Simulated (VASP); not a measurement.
# Sn (C2/c) in VASP: a series of runs

Runs on Sn. Level: PBE. Tasks: single point.

All numbers are computed with VASP 6.6.1; they aren't measurements. Logs are shortened: lines on timing, memory, paths and dates and some standing lists are left out, and cuts for length are marked.

**1. The cell of the first run**

The typed cell holds 2 atoms: a = 4.507 Å, b = 4.507 Å, c = 4.504 Å, α = 97.25°, β = 97.25°, γ = 138.32°.

**2. Single point, PBE**

INCAR reads:

```
SYSTEM = Sn
PREC = Accurate
ENCUT = 520
EDIFF = 1E-6
ISMEAR = -1
SIGMA = 0.3
LREAL = .False.
LASPH = .True.
NELM = 60
ALGO = Normal
ISIF = 2
LWAVE = .False.
LCHARG = .False.
GGA = PE
NBANDS = 21
```

KPOINTS reads:

```
Automatic mesh
0
Gamma
  11 11 8
  0 0 0
```

POSCAR reads:

```
Sn
1.0
   -2.9773321013      2.9790067394      1.6030901642
    2.9790067394     -2.9773321013      1.6030901642
    2.9770686044      2.9770686044     -1.6000204610
Sn
2
Direct
    0.0000231878      0.9999768122      0.0000000000
    0.7499768122      0.2500231878      0.5000000000
```

Potentials or basis: VASP PAW PBE potentials, release 64 (Sn_d).

Launch:

```bash
$ cat potpaw_PBE.64/Sn_d/POTCAR > POTCAR
$ mpirun -np 1 vasp_std > vasp.out
```

OUTCAR:

```text
SYSTEM = Sn
   PREC = Accurate
   ENCUT = 520
   EDIFF = 1E-6
   ISMEAR = -1
   LREAL = .False.
   LASPH = .True.
   NELM = 60
   ISIF = 2
   GGA = PE

 ion  position               nearest neighbor table
   1  0.000  1.000  0.000-   2 3.08   2 3.08   2 3.08   2 3.08
   2  0.750  0.250  0.500-   1 3.08   1 3.08   1 3.08   1 3.08

  LATTYP: Found a base centered monoclinic cell.
 ALAT       =     3.2061812031
 B/A-ratio  =     2.6272798189
 C/A-ratio  =     1.4047838613
 COS(beta)  =    -0.3545544096

  Lattice vectors:

 A1 = (  -2.9773321013,   2.9790067394,   1.6030901642)
 A2 = (   2.9790067394,  -2.9773321013,   1.6030901642)
 A3 = (   2.9770686044,   2.9770686044,  -1.6000204610)

Analysis of symmetry for initial positions (statically):
=====================================================================
 Subroutine PRICEL returns:
 Original cell was already a primitive cell.

 Routine SETGRP: Setting up the symmetry group for a
 base centered monoclinic supercell.

 Subroutine GETGRP returns: Found  4 space group operations
 (whereof  2 operations were pure point group operations)
 out of a pool of  4 trial point group operations.

The static configuration has the point symmetry C_2 .
 The point group associated with its full space group is C_2h.

Analysis of symmetry for dynamics (positions and initial velocities):
=====================================================================
 Subroutine PRICEL returns:
 Original cell was already a primitive cell.

 Routine SETGRP: Setting up the symmetry group for a
 base centered monoclinic supercell.

 Subroutine GETGRP returns: Found  4 space group operations
 (whereof  2 operations were pure point group operations)
 out of a pool of  4 trial point group operations.

The dynamic configuration has the point symmetry C_2 .
 The point group associated with its full space group is C_2h.

 Subroutine INISYM returns: Found  4 space group operations
 (whereof  2 operations are pure point group operations),
 and found     1 'primitive' translations

----------------------------------------------------------------------------------------

                                     Primitive cell

  volume of cell :      56.8693

  direct lattice vectors                    reciprocal lattice vectors
    -2.977332101  2.979006739  1.603090164    -0.000153283  0.167735084  0.311810085
     2.979006739 -2.977332101  1.603090164     0.167735084 -0.000153283  0.311810085
     2.977068604  2.977068604 -1.600020461     0.167903313  0.167903313 -0.000175397

  length of vectors
     4.506538103  4.506538103  4.503991610     0.354063004  0.354063004  0.237451207

  position of ions in fractional coordinates (direct lattice)
     0.000023188  0.999976812  1.000000000
     0.749976812  0.250023188  0.500000000

  ion indices of the primitive-cell ions
   primitive index   ion index
                 1           1
                 2           2

----------------------------------------------------------------------------------------

 KPOINTS: Automatic mesh

Automatic generation of k-mesh.
 Grid dimensions read from file:
 generate k-points for:   11   11    8

 Generating k-lattice:

  Cartesian coordinates                     Fractional coordinates (reciprocal lattice)
    -0.000013935  0.015248644  0.028346371     0.090909091  0.000000000 -0.000000000
     0.015248644 -0.000013935  0.028346371     0.000000000  0.090909091 -0.000000000
     0.020987914  0.020987914 -0.000021925    -0.000000000 -0.000000000  0.125000000

  Length of vectors
     0.032187546  0.032187546  0.029681401

  Shift w.r.t. Gamma in fractional coordinates (k-lattice)
     0.000000000  0.000000000  0.000000000

 Subroutine IBZKPT returns following result:
 ===========================================

 Found    270 irreducible k-points:

 Following reciprocal coordinates:
            Coordinates               Weight
  0.000000  0.000000  0.000000      1.000000
  0.090909 -0.000000  0.000000      4.000000
  0.181818  0.000000 -0.000000      4.000000
  0.272727  0.000000  0.000000      4.000000
  0.363636  0.000000  0.000000      4.000000
  0.454545  0.000000  0.000000      4.000000
[... 16 lines left out ...]
 -0.272727  0.181818  0.000000      4.000000
 -0.181818  0.181818  0.000000      2.000000
 [... further k-points ...]
   k-points           NKPTS =    270   k-points in BZ     NKDIM =    270   number of bands    NBANDS=     21
   number of dos      NEDOS =    301   number of ions     NIONS =      2
   total plane-waves  NPLWV =  46656
   dimension x,y,z NGX =    36 NGY =   36 NGZ =   36
   dimension x,y,z NGXF=    72 NGYF=   72 NGZF=   72
   ions per type =               2
   NGX,Y,Z   is equivalent  to a cutoff of  13.28, 13.28, 13.29 a.u.
   NGXF,Y,Z  is equivalent  to a cutoff of  26.56, 26.56, 26.58 a.u.
 SYSTEM =  Sn
   PREC   = accura    normal or accurate (medium, high low for compatibility)
   ISTART =      0    job   : 0-new  1-cont  2-samecut
   ICHARG =      2    charge: 1-file 2-atom 10-const
   ISPIN  =      1    spin polarized calculation?
   LNONCOLLINEAR =      F non collinear calculations
   LSORBIT =      F    spin-orbit coupling
   LASPH  =      T    aspherical Exc in radial PAW
   ENCUT  =  520.0 eV  38.22 Ry    6.18 a.u.   8.38  8.38  8.37*2*pi/ulx,y,z
   NELM   =     60;   NELMIN=  2; NELMDL= -5     # of ELM steps
   EDIFF  = 0.1E-05   stopping-criterion for ELM
   LREAL  =      F    real-space projection
   EDIFFG = 0.1E-04   stopping-criterion for IOM
   NSW    =      0    number of steps for IOM
   IBRION =     -1    ionic relax: 0-MD 1-quasi-New 2-CG
   NFREE  =      0    steps in history (QN), initial steepest desc. (CG)
   ISIF   =      2    stress and relaxation
   ISYM   =      2    0-nonsym 1-usesym 2-fastsym
   POTIM  = 0.5000    time-step for ionic-motion
   TEBEG  =    0.0;   TEEND  =   0.0 temperature during run
   PSTRESS=    0.0 pullay stress
   NELECT =      28.0000    total number of electrons
   NUPDOWN=      -1.0000    fix difference up-down
   EMIN   =  10.00;   EMAX   =-10.00  energy-range for DOS
   EFERMI =   0.00;   METHOD = LEGACY
   ISMEAR =    -1;   SIGMA  =   0.30  broadening in eV -4-tet -1-fermi 0-gaus
   EFERMI_NEDOS =   21; number of points for ismear=-14 and -15
   IALGO  =     38    algorithm
   IMIX   =      4    mixing-type and parameters
     AMIX     =   0.40;   BMIX     =  1.00
     AMIX_MAG =   1.60;   BMIX_MAG =  1.00
  volume/ion in A,a.u.               =      28.43       191.89
  Fermi-wavevector in a.u.,A,eV,Ry     =   1.292711  2.442870 22.736723  1.671102
  Thomas-Fermi vector in A             =   2.424402
   LORBIT       =      0    0 simple, 1 ext, 2 COOP (PROOUT), +10 PAW based schemes
   GGA     = PE    functional components
   LHFCALC =     F    Hartree Fock is set to
   AEXX    =    0.0000 exact exchange contribution
   IVDW    =     0    specifies the selected vdW correction
   LEPSILON=     F    determine dielectric tensor
   LRPA    =     F    only Hartree local field effects (RPA)
 non-spin polarized calculation
  energy-cutoff  :      520.00
  volume of cell :       56.87
 maximum number of plane-waves:      1549
 NGX is ok and might be reduce to    36
   NGX = 17   NGY = 17   NGZ = 17

 number of electron      27.9999994 magnetization

 Free energy of the ion-electron system (eV)
  ---------------------------------------------------
  ext. energy  EPLUGINS =         0.00000000
  ---------------------------------------------------
  free energy    TOTEN  =        -7.76624514 eV

  energy without entropy =       -7.45703453  energy(sigma->0) =       -7.61163983

 E-fermi :   7.4095     XC(G=0): -10.0868

 val. band max:        7.4070749816   @ k =   0.3636   0.0000   0.5000
 cond. band min:       7.4098746218   @ k =  -0.0909   0.2727   0.2500
 fundamental gap:      0.0027996401
 Fermi energy:         7.4094991989

 k-point     1 :       0.0000    0.0000    0.0000
  band No.  band energies     occupation
      1     -14.1753      2.00000
      2     -14.1134      2.00000
      3     -14.0645      2.00000
      4     -14.0645      2.00000
      5     -13.9248      2.00000
      6     -13.9248      2.00000
[... 13 lines left out ...]
     20      16.9257      0.00000
     21      17.6112      0.00000

 k-point     2 :       0.0909   -0.0000    0.0000
  band No.  band energies     occupation
      1     -14.1708      2.00000
      2     -14.0977      2.00000
      3     -14.0594      2.00000
      4     -14.0464      2.00000
      5     -13.9353      2.00000
      6     -13.9336      2.00000
[... 13 lines left out ...]
     20      16.6165      0.00000
     21      16.7449      0.00000

 k-point     3 :       0.1818    0.0000   -0.0000
  band No.  band energies     occupation
      1     -14.1574      2.00000
      2     -14.0584      2.00000
      3     -14.0459      2.00000
      4     -14.0069      2.00000
      5     -13.9575      2.00000
      6     -13.9410      2.00000
[... 13 lines left out ...]
     20      15.2873      0.00000
     21      15.6647      0.00000

 k-point     4 :       0.2727    0.0000    0.0000
  band No.  band energies     occupation
      1     -14.1390      2.00000
      2     -14.0296      2.00000
      3     -14.0230      2.00000
      4     -13.9953      2.00000
      5     -13.9806      2.00000
      6     -13.9451      2.00000
[... 13 lines left out ...]
     20      14.3496      0.00000
     21      15.9318      0.00000

 k-point     5 :       0.3636    0.0000    0.0000
  band No.  band energies     occupation
      1     -14.1226      2.00000
      2     -14.0264      2.00000
      3     -14.0224      2.00000
      4     -14.0065      2.00000
      5     -13.9862      2.00000
      6     -13.9613      2.00000
[... 13 lines left out ...]
     20      14.4033      0.00000
     21      16.8519      0.00000

 k-point     6 :       0.4545    0.0000    0.0000
  band No.  band energies     occupation
      1     -14.1116      2.00000
      2     -14.0452      2.00000
      3     -14.0345      2.00000
      4     -14.0001      2.00000
      5     -13.9768      2.00000
      6     -13.9713      2.00000
[... 13 lines left out ...]
     20      16.2845      0.00000
     21      17.1261      0.00000

 k-point     7 :       0.0909    0.0909    0.0000
  band No.  band energies     occupation
      1     -14.1624      2.00000
      2     -14.0567      2.00000
      3     -14.0499      2.00000
      4     -13.9998      2.00000
      5     -13.9559      2.00000
      6     -13.9511      2.00000
[... 13 lines left out ...]
     20      15.2118      0.00000
     21      15.3762      0.00000
[... 291 lines left out ...]
      1     -14.1036      2.00000
      2     -14.0470      2.00000
      3     -14.0263      2.00000
      4     -13.9908      2.00000
      5     -13.9795      2.00000
      6     -13.9488      2.00000
[... 13 lines left out ...]
     20      15.6913      0.00000
     21      16.4458      0.00000

 k-point    21 :      -0.4545    0.1818    0.0000
  band No.  band energies     occupation
      1     -14.1067      2.00000
      2     -14.0369      2.00000
      3     -14.0296      2.00000
      4     -14.0006      2.00000
      5     -13.9734      2.00000
      6     -13.9481      2.00000
[... 13 lines left out ...]
     20      15.5624      0.00000
     21      16.1344      0.00000

 k-point    22 :      -0.3636    0.1818   -0.0000
  band No.  band energies     occupation
      1     -14.1207      2.00000
      2     -14.0659      2.00000
      3     -14.0391      2.00000
      4     -14.0146      2.00000
      5     -13.9649      2.00000
      6     -13.9355      2.00000
[... 13 lines left out ...]
     20      15.8346      0.00000
     21      16.8385      0.00000

 k-point    23 :      -0.2727    0.1818    0.0000
  band No.  band energies     occupation
      1     -14.1378      2.00000
      2     -14.1017      2.00000
      3     -14.0663      2.00000
      4     -14.0327      2.00000
      5     -13.9475      2.00000
      6     -13.9196      2.00000
[... 13 lines left out ...]
     20      17.2645      0.00000
     21      17.8197      0.00000

 k-point    24 :      -0.1818    0.1818    0.0000
  band No.  band energies     occupation
      1     -14.1517      2.00000
      2     -14.1161      2.00000
      3     -14.0770      2.00000
      4     -14.0457      2.00000
      5     -13.9364      2.00000
      6     -13.9147      2.00000
[... 13 lines left out ...]
     20      17.4702      0.00000
     21      17.6353      0.00000

 [... further k-points ...]

------------------------ aborting loop because EDIFF is reached ----------------------------------------

  FORCE on cell =-STRESS in cart. coord.  units (eV):
  Direction    XX          YY          ZZ          XY          YZ          ZX
  --------------------------------------------------------------------------------------
  -------------------------------------------------------------------------------------
  Total        0.1766575      0.1766575      0.1475089      0.0025073     -0.0060411     -0.0060411
  in kB        4.9769663      4.9769663      4.1557629      0.0706391     -0.1701959     -0.1701955
  external PRESSURE =       4.7032318 kB  Pullay stress =       0.0000000 kB

 VOLUME and BASIS-vectors are now :
 -----------------------------------------------------------------------------
  energy-cutoff  :      520.00
  volume of cell :       56.87
      direct lattice vectors                 reciprocal lattice vectors
    -2.977332101  2.979006739  1.603090164    -0.000153283  0.167735084  0.311810085
     2.979006739 -2.977332101  1.603090164     0.167735084 -0.000153283  0.311810085
     2.977068604  2.977068604 -1.600020461     0.167903313  0.167903313 -0.000175397

 POSITION                                       TOTAL-FORCE (eV/Angst)
 -----------------------------------------------------------------------------------
      2.97887     -2.97719      1.60309        -0.000970      0.000970     -0.000000
      0.00043      2.97832      0.80308         0.000970     -0.000970      0.000000
 -----------------------------------------------------------------------------------
    total drift:                                0.000000     -0.000000      0.000000

  FREE ENERGIE OF THE ION-ELECTRON SYSTEM (eV)
  ---------------------------------------------------
  free  energy   TOTEN  =        -7.7662451361 eV

  energy  without entropy=       -7.4570345324  energy(sigma->0) =       -7.61163983
```

It took 13 min on 1 thread of AMD EPYC 7R13, shared host; peak memory 0.36 GiB.

Results:

```
Free energy            : -7.7662 eV
Pressure               : 0.5 GPa
Band gap on the k mesh : zero (bands 14 and 15 overlap by 3.51 eV)
```

Caveat: so wide a smearing shifts energies and pressures; spin-orbit coupling is left out, which moves the levels of the heavy elements.

**3. Single point, PBE**

INCAR reads:

```
PREC = Accurate
ENCUT = 520
EDIFF = 1E-7
ISMEAR = -1
SIGMA = 0.6
LREAL = F
LASPH = T
NELM = 100
ALGO = Normal
ISIF = 2
LWAVE = F
LCHARG = T
GGA = PE
LELF = T
LVHAR = T
NBANDS = 21
```

KPOINTS reads:

```
regular mesh
0
Gamma
  11 11 8
```

POSCAR is that of step 2.

Potentials or basis: VASP PAW PBE potentials, release 64 (Sn_d).

Launch:

```bash
$ cat potpaw_PBE.64/Sn_d/POTCAR > POTCAR
$ mpirun -np 1 vasp_std > vasp.out
```

It took 15 min on 1 thread of AMD EPYC 7R13, shared host; peak memory 0.36 GiB.

It converged, with:

| Item | Value |
| --- | --- |
| Free energy | -8.2409 eV |
| Pressure | 2.0 GPa |
| Band gap on the k mesh | zero (bands 14 and 15 overlap by 3.51 eV) |

Stress tensor (GPa, compression positive):
```
 2.16  0.00 -0.01
 0.00  2.16 -0.01
-0.01 -0.01  1.82
```

Levels at points of the mesh, in eV from the Fermi level:
| k point | band 11 | band 12 | band 13 | band 14 | band 15 | band 16 | band 17 | band 18 |
| --- | --- | --- | --- | --- | --- | --- | --- | --- |
| (0.00, 0.00, 0.00) | -10.82 | -3.91 | -1.93 | -1.93 | 2.97 | 5.87 | 5.87 | 6.68 |
| (0.00, 0.00, 0.50) | -8.70 | -8.70 | 0.51 | 0.51 | 1.37 | 1.37 | 5.97 | 5.97 |

Caveat: so wide a smearing shifts energies and pressures; spin-orbit coupling is left out, which moves the levels of the heavy elements.

**4. Single point, PBE**

INCAR reads:

```
PREC = Accurate
ENCUT = 520
EDIFF = 1E-7
ISMEAR = -1
SIGMA = 1.0
LREAL = False
LASPH = True
NELM = 100
ALGO = Normal
ISIF = 2
LWAVE = False
LCHARG = True
GGA = PE
LELF = True
LVHAR = True
NBANDS = 21
```

KPOINTS reads:

```
Automatic mesh
0
Gamma
  11 11 8
```

POSCAR is that of step 3.

Launch:

```bash
$ cat potpaw_PBE.64/Sn_d/POTCAR > POTCAR
$ mpirun -np 1 vasp_std > vasp.out
```

Wall time 12 min (1 thread of AMD EPYC 7R13, shared host); peak memory 0.36 GiB.

Results (log left out):

```yaml
Free_energy: -9.3763 eV
Pressure: 5.0 GPa
Band_gap_on_the_k_mesh: zero (bands 14 and 15 overlap by 3.51 eV)
```

Stress tensor (GPa, compression positive):
```
5.21 0.00 0.00
0.00 5.21 0.00
0.00 0.00 4.67
```

Levels at points of the mesh, in eV from the Fermi level:
```tsv
k point	band 11	band 12	band 13	band 14	band 15	band 16	band 17	band 18
(0.00, 0.00, 0.00)	-10.82	-3.90	-1.92	-1.92	2.97	5.87	5.87	6.69
(0.00, 0.00, 0.50)	-8.69	-8.69	0.52	0.52	1.38	1.38	5.98	5.98
```

Caveat: the cell stands under pressure; so wide a smearing shifts energies and pressures; spin-orbit coupling is left out, which moves the levels of the heavy elements.

**5. Single point, PBE**

INCAR reads:

```
SYSTEM = Sn
PREC     = Accurate       ! precision mode
ENCUT    = 520            ! plane-wave cutoff, eV
EDIFF    = 1E-6           ! SCF threshold, eV
ISMEAR   = 0              ! smearing method
SIGMA    = 0.2            ! smearing width, eV
LREAL    = .FALSE.        ! projectors in reciprocal space
LASPH    = .TRUE.         ! aspherical terms in the spheres
NELM     = 80             ! most SCF steps
ALGO     = Normal         ! electronic algorithm
ISIF     = 2              ! what is computed and relaxed
LWAVE    = .FALSE.        ! write WAVECAR
LCHARG   = .FALSE.        ! write CHGCAR
GGA      = PE             ! functional
NBANDS   = 21             ! bands
```

KPOINTS reads:

```
Automatic mesh
0
G
  11 11 8
  0 0 0
```

POSCAR is that of step 4.

Launch:

```bash
$ cat potpaw_PBE.64/Sn_d/POTCAR > POTCAR
$ mpirun -np 1 vasp_std > vasp.out
```

It took 2.6 min on 1 thread of AMD EPYC 9R45 (Zen 5), shared host; peak memory 0.36 GiB.

Results (log left out):

```
Free energy            : -7.6276 eV
Pressure               : -0.1 GPa
Band gap on the k mesh : zero (bands 14 and 15 overlap by 3.51 eV)
```

Levels at points of the mesh, in eV from the Fermi level:
```tsv
k point	band 12	band 13	band 14	band 15	band 16	band 17
(0.00, 0.00, 0.00)	-3.85	-1.86	-1.86	3.04	5.93	5.93
(0.00, 0.00, 0.50)	-8.64	0.58	0.58	1.44	1.44	6.04
```

Caveat: spin-orbit coupling is left out, which moves the levels of the heavy elements.

**6. Summary**

```csv
smearing,gap on the mesh (eV),pressure (GPa)
fermi-dirac 0.3 eV,none,0.5
fermi-dirac 0.6 eV,none,2.0
fermi-dirac 1 eV,none,5.0
gaussian 0.2 eV,none,-0.1
```

Alike in all rows: task single point; level PBE; potentials or basis VASP PAW PBE potentials, release 64 (Sn_d); no spin polarisation; cell as given; k mesh 11 × 11 × 8; cutoff (eV) 520.

Caveats: spin-orbit coupling is left out, which moves the levels of the heavy elements; so wide a smearing shifts energies and pressures (at least some runs); the cell stands under pressure (at least some runs).

Absolute energies hang on the potentials; compare differences alone.
